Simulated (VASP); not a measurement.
# Ti (P6/mmm) in VASP: a series of runs

The runs below take Ti through single point, with PBEsol.

Program: VASP 6.6.1. These are calculated values, not measurements. Logs are shortened: lines on timing, memory, paths and dates and some standing lists are left out, and cuts for length are marked.

## (1) The cell of the first run

The structure is hexagonal, space group P6/mmm (No. 191). Conventional cell: a = 4.370 Å, b = 4.370 Å, c = 2.820 Å, α = 90.00°, β = 90.00°, γ = 120.00°. Ti (site symmetry 6/mmm) has 14 Ti at 2.82 to 2.89 Å within 3.7 Å. Within 3.3 Å of Ti (site symmetry -6m2) lie 11 Ti at 2.52 to 2.89 Å.

This isn't the form of Ti at room conditions, which is hcp.

## (2) Single point, PBEsol

Input file INCAR:

```
SYSTEM = Ti
PREC = Accurate
ENCUT = 520
EDIFF = 1E-6
ISMEAR = -1
SIGMA = 0.1
LREAL = .FALSE.
LASPH = .TRUE.
NELM = 100
ALGO = Normal
ISIF = 2
LWAVE = .FALSE.
LCHARG = .FALSE.
GGA = PS
NBANDS = 25
```

Input file KPOINTS:

```
regular mesh
0
G
  9 9 12
  0 0 0
```

Input file POSCAR:

```
Ti
1.0
    4.3700000000      0.0000000000      0.0000000000
   -2.1850000000      3.7845310170      0.0000000000
    0.0000000000      0.0000000000      2.8200000000
Ti
3
Direct
    0.0000000000      0.0000000000      0.0000000000
    0.3333333333      0.6666666667      0.5000000000
    0.6666666667      0.3333333333      0.5000000000
```

Potentials or basis: VASP PAW PBE potentials, release 64 (Ti_sv).

Started as:

```
> cat potpaw_PBE.64/Ti_sv/POTCAR > POTCAR
> mpirun -np 1 vasp_std > vasp.out
```

OUTCAR:

```text
SYSTEM = Ti
   PREC = Accurate
   ENCUT = 520
   EDIFF = 1E-6
   ISMEAR = -1
   LREAL = .FALSE.
   LASPH = .TRUE.
   NELM = 100
   ISIF = 2
   GGA = PS

 ion  position               nearest neighbor table
   1  0.000  0.000  0.000-   2 2.89   3 2.89   2 2.89   3 2.89   3 2.89   3 2.89   2 2.89   2 2.89
                             3 2.89   3 2.89   2 2.89   2 2.89
   2  0.333  0.667  0.500-   3 2.52   3 2.52   3 2.52   1 2.89   1 2.89   1 2.89   1 2.89   1 2.89
                             1 2.89
   3  0.667  0.333  0.500-   2 2.52   2 2.52   2 2.52   1 2.89   1 2.89   1 2.89   1 2.89   1 2.89
                             1 2.89

  LATTYP: Found a hexagonal cell.
 ALAT       =     4.3700000000
 C/A-ratio  =     0.6453089245

  Lattice vectors:

 A1 = (   4.3700000000,   0.0000000000,   0.0000000000)
 A2 = (  -2.1850000000,   3.7845310170,   0.0000000000)
 A3 = (   0.0000000000,   0.0000000000,   2.8200000000)

Analysis of symmetry for initial positions (statically):
=====================================================================
 Subroutine PRICEL returns:
 Original cell was already a primitive cell.

 Routine SETGRP: Setting up the symmetry group for a
 hexagonal supercell.

 Subroutine GETGRP returns: Found 24 space group operations
 (whereof 24 operations were pure point group operations)
 out of a pool of 24 trial point group operations.

The static configuration has the point symmetry D_6h.

Analysis of symmetry for dynamics (positions and initial velocities):
=====================================================================
 Subroutine PRICEL returns:
 Original cell was already a primitive cell.

 Routine SETGRP: Setting up the symmetry group for a
 hexagonal supercell.

 Subroutine GETGRP returns: Found 24 space group operations
 (whereof 24 operations were pure point group operations)
 out of a pool of 24 trial point group operations.

The dynamic configuration has the point symmetry D_6h.

 Subroutine INISYM returns: Found 24 space group operations
 (whereof 24 operations are pure point group operations),
 and found     1 'primitive' translations

----------------------------------------------------------------------------------------

                                     Primitive cell

  volume of cell :      46.6383

  direct lattice vectors                    reciprocal lattice vectors
     4.370000000  0.000000000  0.000000000     0.228832952  0.132116766  0.000000000
    -2.185000000  3.784531017  0.000000000     0.000000000  0.264233533  0.000000000
     0.000000000  0.000000000  2.820000000     0.000000000  0.000000000  0.354609929

  length of vectors
     4.370000000  4.370000002  2.820000000     0.264233533  0.264233533  0.354609929

  position of ions in fractional coordinates (direct lattice)
     0.000000000  0.000000000  0.000000000
     0.333333333  0.666666667  0.500000000
     0.666666667  0.333333333  0.500000000

  ion indices of the primitive-cell ions
   primitive index   ion index
                 1           1
                 2           2
                 3           3

----------------------------------------------------------------------------------------

 KPOINTS: regular mesh

Automatic generation of k-mesh.
 Grid dimensions read from file:
 generate k-points for:    9    9   12

 Generating k-lattice:

  Cartesian coordinates                     Fractional coordinates (reciprocal lattice)
     0.025425884  0.014679641  0.000000000     0.111111111  0.000000000  0.000000000
     0.000000000  0.029359281  0.000000000     0.000000000  0.111111111  0.000000000
     0.000000000  0.000000000  0.029550827     0.000000000  0.000000000  0.083333333

  Length of vectors
     0.029359281  0.029359281  0.029550827

  Shift w.r.t. Gamma in fractional coordinates (k-lattice)
     0.000000000  0.000000000  0.000000000

 Subroutine IBZKPT returns following result:
 ===========================================

 Found     84 irreducible k-points:

 Following reciprocal coordinates:
            Coordinates               Weight
  0.000000  0.000000  0.000000      1.000000
  0.111111 -0.000000  0.000000      6.000000
  0.222222  0.000000  0.000000      6.000000
  0.333333 -0.000000  0.000000      6.000000
  0.444444  0.000000  0.000000      6.000000
  0.111111  0.111111  0.000000      6.000000
[... 16 lines left out ...]
  0.333333  0.222222  0.083333     24.000000
  0.333333  0.333333  0.083333      4.000000
 [... further k-points ...]
   k-points           NKPTS =     84   k-points in BZ     NKDIM =     84   number of bands    NBANDS=     25
   number of dos      NEDOS =    301   number of ions     NIONS =      3
   total plane-waves  NPLWV =  31104
   dimension x,y,z NGX =    36 NGY =   36 NGZ =   24
   dimension x,y,z NGXF=    72 NGYF=   72 NGZF=   48
   ions per type =               3
   NGX,Y,Z   is equivalent  to a cutoff of  13.70, 13.70, 14.15 a.u.
   NGXF,Y,Z  is equivalent  to a cutoff of  27.39, 27.39, 28.30 a.u.
 SYSTEM =  Ti
   PREC   = accura    normal or accurate (medium, high low for compatibility)
   ISTART =      0    job   : 0-new  1-cont  2-samecut
   ICHARG =      2    charge: 1-file 2-atom 10-const
   ISPIN  =      1    spin polarized calculation?
   LNONCOLLINEAR =      F non collinear calculations
   LSORBIT =      F    spin-orbit coupling
   LASPH  =      T    aspherical Exc in radial PAW
   ENCUT  =  520.0 eV  38.22 Ry    6.18 a.u.   8.13  8.13  5.24*2*pi/ulx,y,z
   NELM   =    100;   NELMIN=  2; NELMDL= -5     # of ELM steps
   EDIFF  = 0.1E-05   stopping-criterion for ELM
   LREAL  =      F    real-space projection
[... 7 lines left out ...]
   TEBEG  =    0.0;   TEEND  =   0.0 temperature during run
   PSTRESS=    0.0 pullay stress
   NELECT =      36.0000    total number of electrons
   NUPDOWN=      -1.0000    fix difference up-down
   EMIN   =  10.00;   EMAX   =-10.00  energy-range for DOS
   EFERMI =   0.00;   METHOD = LEGACY
   ISMEAR =    -1;   SIGMA  =   0.10  broadening in eV -4-tet -1-fermi 0-gaus
   EFERMI_NEDOS =   21; number of points for ismear=-14 and -15
   IALGO  =     38    algorithm
   IMIX   =      4    mixing-type and parameters
     AMIX     =   0.40;   BMIX     =  1.00
     AMIX_MAG =   1.60;   BMIX_MAG =  1.00
  volume/ion in A,a.u.               =      15.55       104.91
  Fermi-wavevector in a.u.,A,eV,Ry     =   1.501740  2.837877 30.684178  2.255223
  Thomas-Fermi vector in A             =   2.613071
   LORBIT       =      0    0 simple, 1 ext, 2 COOP (PROOUT), +10 PAW based schemes
   GGA     = PS    functional components
   LHFCALC =     F    Hartree Fock is set to
   AEXX    =    0.0000 exact exchange contribution
   IVDW    =     0    specifies the selected vdW correction
   LEPSILON=     F    determine dielectric tensor
   LRPA    =     F    only Hartree local field effects (RPA)
 non-spin polarized calculation
  energy-cutoff  :      520.00
  volume of cell :       46.64
 maximum number of plane-waves:      1282
 NGX is ok and might be reduce to    36
   NGX = 17   NGY = 17   NGZ = 11

 number of electron      35.9999988 magnetization

 Free energy of the ion-electron system (eV)
  ---------------------------------------------------
  ext. energy  EPLUGINS =         0.00000000
  ---------------------------------------------------
  free energy    TOTEN  =       -25.01697997 eV

  energy without entropy =      -24.92525652  energy(sigma->0) =      -24.97111825

 E-fermi :   9.3277     XC(G=0): -12.1718

 val. band max:        9.3218728633   @ k =   0.2222   0.1111   0.0833
 cond. band min:       9.3382928185   @ k =   0.3333   0.3333   0.3333
 fundamental gap:      0.0164199552
 Fermi energy:         9.3277373450

 k-point     1 :       0.0000    0.0000    0.0000
  band No.  band energies     occupation
      1     -47.1692      2.00000
      2     -46.9026      2.00000
      3     -46.6464      2.00000
      4     -23.6175      2.00000
      5     -23.6175      2.00000
      6     -23.6124      2.00000
[... 17 lines left out ...]
     24      11.1179      0.00000
     25      11.1440      0.00000

 k-point     2 :       0.1111   -0.0000    0.0000
  band No.  band energies     occupation
      1     -47.1646      2.00000
      2     -46.8995      2.00000
      3     -46.6545      2.00000
      4     -23.7227      2.00000
      5     -23.7027      2.00000
      6     -23.5057      2.00000
[... 17 lines left out ...]
     24      10.9181      0.00000
     25      11.5312      0.00000

 k-point     3 :       0.2222    0.0000    0.0000
  band No.  band energies     occupation
      1     -47.1532      2.00000
      2     -46.8893      2.00000
      3     -46.6774      2.00000
      4     -23.8165      2.00000
      5     -23.7303      2.00000
      6     -23.4082      2.00000
[... 17 lines left out ...]
     24      11.2722      0.00000
     25      11.9694      0.00000

 k-point     4 :       0.3333   -0.0000    0.0000
  band No.  band energies     occupation
      1     -47.1407      2.00000
      2     -46.8707      2.00000
      3     -46.7097      2.00000
      4     -23.8854      2.00000
      5     -23.6903      2.00000
      6     -23.3349      2.00000
[... 17 lines left out ...]
     24      11.7436      0.00000
     25      12.0989      0.00000
[... 477 lines left out ...]
 k-point    22 :       0.2222    0.2222    0.0833
  band No.  band energies     occupation
      1     -47.1317      2.00000
      2     -46.8525      2.00000
      3     -46.7257      2.00000
      4     -23.8077      2.00000
      5     -23.7452      2.00000
      6     -23.4433      2.00000
[... 17 lines left out ...]
     24      11.7753      0.00000
     25      11.8732      0.00000

 k-point    23 :       0.3333    0.2222    0.0833
  band No.  band energies     occupation
      1     -47.1268      2.00000
      2     -46.8254      2.00000
      3     -46.7583      2.00000
      4     -23.8092      2.00000
      5     -23.6707      2.00000
      6     -23.5497      2.00000
[... 17 lines left out ...]
     24      11.3442      0.00000
     25      12.2512      0.00000

 k-point    24 :       0.3333    0.3333    0.0833
  band No.  band energies     occupation
      1     -47.1254      2.00000
      2     -46.7927      2.00000
      3     -46.7927      2.00000
      4     -23.7321      2.00000
      5     -23.6611      2.00000
      6     -23.6611      2.00000
[... 17 lines left out ...]
     24      11.1754      0.00000
     25      12.5153      0.00000

 [... further k-points ...]

------------------------ aborting loop because EDIFF is reached ----------------------------------------

  FORCE on cell =-STRESS in cart. coord.  units (eV):
  Direction    XX          YY          ZZ          XY          YZ          ZX
  --------------------------------------------------------------------------------------
  -------------------------------------------------------------------------------------
  Total        2.8621394      2.8621394      0.6023993      0.0000000     -0.0000000      0.0000000
  in kB       98.3238231     98.3238232     20.6943793      0.0000000     -0.0000000      0.0000000
  external PRESSURE =      72.4473419 kB  Pullay stress =       0.0000000 kB

 VOLUME and BASIS-vectors are now :
 -----------------------------------------------------------------------------
  energy-cutoff  :      520.00
  volume of cell :       46.64
      direct lattice vectors                 reciprocal lattice vectors
     4.370000000  0.000000000  0.000000000     0.228832952  0.132116766  0.000000000
    -2.185000000  3.784531017  0.000000000     0.000000000  0.264233533  0.000000000
     0.000000000  0.000000000  2.820000000     0.000000000  0.000000000  0.354609929

 POSITION                                       TOTAL-FORCE (eV/Angst)
 -----------------------------------------------------------------------------------
      0.00000      0.00000      0.00000        -0.000000      0.000000     -0.000000
     -0.00000      2.52302      1.41000        -0.000000      0.000000      0.000000
      2.18500      1.26151      1.41000         0.000000     -0.000000     -0.000000
 -----------------------------------------------------------------------------------
    total drift:                                0.000000      0.000000     -0.000000

  FREE ENERGIE OF THE ION-ELECTRON SYSTEM (eV)
  ---------------------------------------------------
  free  energy   TOTEN  =       -25.0169799687 eV

  energy  without entropy=      -24.9252565214  energy(sigma->0) =      -24.97111825
```

It took 3.9 min on 1 thread of AMD EPYC 7R13, shared host; peak memory 0.19 GiB.

What came out:

```yaml
Free_energy: -25.0170 eV
Pressure: 7.2 GPa
Band_gap_on_the_k_mesh: zero (bands 18 and 19 overlap by 0.46 eV)
```

Caveat: the stress differs along the axes, from 2 to 10 GPa; the PAW data sets were made with another functional, which shifts forces and pressure a little.

## (3) Single point, PBEsol

This run uses another cell than the first one, of 16.10 Å³/atom.

Input file INCAR:

```
  ALGO = Normal
  EDIFF = 1E-6
  ENCUT = 520
  GGA = PS
  ISIF = 2
  ISMEAR = -1
  LASPH = True
  LCHARG = False
  LREAL = False
  LWAVE = False
  NBANDS = 25
  NELM = 60
  PREC = Accurate
  SIGMA = 0.1
```

Input file KPOINTS:

```
k-points
0
Gamma
  9 9 12
```

Input file POSCAR:

```
Ti
1.0
    4.4466666667      0.0000000000      0.0000000000
   -2.2233333333      3.8509262980      0.0000000000
    0.0000000000      0.0000000000      2.8200000000
Ti
3
Direct
    0.0000000000      0.0000000000      0.0000000000
    0.3333333333      0.6666666667      0.5000000000
    0.6666666667      0.3333333333      0.5000000000
```

Potentials or basis: VASP PAW PBE potentials, release 64 (Ti_sv).

Started as:

```
> cat potpaw_PBE.64/Ti_sv/POTCAR > POTCAR
> mpirun -np 1 vasp_std > vasp.out
```

Run time: 3.8 min. Hardware: 1 thread of AMD EPYC 7R13, shared host; peak memory 0.2 GiB.

The run converged. Its results:

```yaml
Free_energy: -25.0881 eV
Pressure: 2.6 GPa
Band_gap_on_the_k_mesh: zero (bands 18 and 19 overlap by 0.41 eV)
```

Stress tensor (GPa, compression positive):
```
 4.06  0.00  0.00
 0.00  4.06  0.00
 0.00  0.00 -0.23
```

Levels at points of the mesh, in eV from the Fermi level:
```csv
k point,band 15,band 16,band 17,band 18,band 19,band 20,band 21,band 22
"(0.00, 0.00, 0.00)",-0.67,-0.67,-0.58,-0.58,0.12,0.86,1.40,1.40
"(0.00, 0.00, 0.50)",-2.29,-1.84,-1.76,-1.76,1.20,1.20,1.32,1.32
```

Caveat: the PAW data sets were made with another functional, which shifts forces and pressure a little.

## (4) Single point, PBEsol

This run uses another cell than the first one, of 16.66 Å³/atom.

Input file INCAR:

```
SYSTEM = Ti
PREC = Accurate
ENCUT = 520
EDIFF = 1E-6
ISMEAR = -1
SIGMA = 0.1
LREAL = .False.
LASPH = .True.
NELM = 100
ALGO = Normal
ISIF = 2
LWAVE = .False.
LCHARG = .True.
GGA = PS
LELF = .True.
LVHAR = .True.
NBANDS = 25
```

Input file KPOINTS:

```
regular mesh
0
Gamma
  9 9 12
  0 0 0
```

Input file POSCAR:

```
Ti
1.0
    4.5233333333      0.0000000000      0.0000000000
   -2.2616666667      3.9173215790      0.0000000000
    0.0000000000      0.0000000000      2.8200000000
Ti
3
Direct
    0.0000000000      0.0000000000      0.0000000000
    0.3333333333      0.6666666667      0.5000000000
    0.6666666667      0.3333333333      0.5000000000
```

Started as:

```
> cat potpaw_PBE.64/Ti_sv/POTCAR > POTCAR
> mpirun -np 1 vasp_std > vasp.out
```

Run time: 3.5 min. Hardware: 1 thread of AMD EPYC 7R13, shared host; peak memory 0.2 GiB.

The run converged. Its results:

```yaml
Free_energy: -25.1033 eV
Pressure: -1.5 GPa
Band_gap_on_the_k_mesh: zero (bands 18 and 19 overlap by 0.33 eV)
```

Stress tensor (GPa, compression positive):
```
-1.08  0.00  0.00
 0.00 -1.08  0.00
 0.00  0.00 -2.21
```

Levels at points of the mesh, in eV from the Fermi level:
| k point | band 14 | band 15 | band 16 | band 17 | band 18 | band 19 | band 20 | band 21 | band 22 | band 23 |
| --- | --- | --- | --- | --- | --- | --- | --- | --- | --- | --- |
| (0.00, 0.00, 0.00) | -2.01 | -0.68 | -0.68 | -0.59 | -0.59 | 0.02 | 0.75 | 1.35 | 1.35 | 1.85 |
| (0.00, 0.00, 0.50) | -2.15 | -2.15 | -1.75 | -1.66 | -1.66 | 1.12 | 1.12 | 1.29 | 1.29 | 3.09 |

Caveat: the PAW data sets were made with another functional, which shifts forces and pressure a little.

## (5) The runs side by side

| cell | gap on the mesh (eV) | pressure (GPa) |
| --- | --- | --- |
| a = 4.370, b = 4.370, c = 2.820 Å, angles 90.0, 90.0, 120.0°, 3 atoms | none | 7.2 |
| a = 4.447, b = 4.447, c = 2.820 Å, angles 90.0, 90.0, 120.0°, 3 atoms | none | 2.6 |
| a = 4.523, b = 4.523, c = 2.820 Å, angles 90.0, 90.0, 120.0°, 3 atoms | none | -1.5 |

Alike in all rows: task single point; level PBEsol; potentials or basis VASP PAW PBE potentials, release 64 (Ti_sv); no spin polarisation; k mesh 9 × 9 × 12; cutoff (eV) 520; smearing fermi-dirac 0.1 eV.

Caveats: the PAW data sets were made with another functional, which shifts forces and pressure a little; the stress differs along the axes, from 2 to 10 GPa (at least some runs).

Absolute energies hang on the potentials; compare differences alone.

The gap in the log of VASP goes by the Fermi energy; the results here count the filled bands.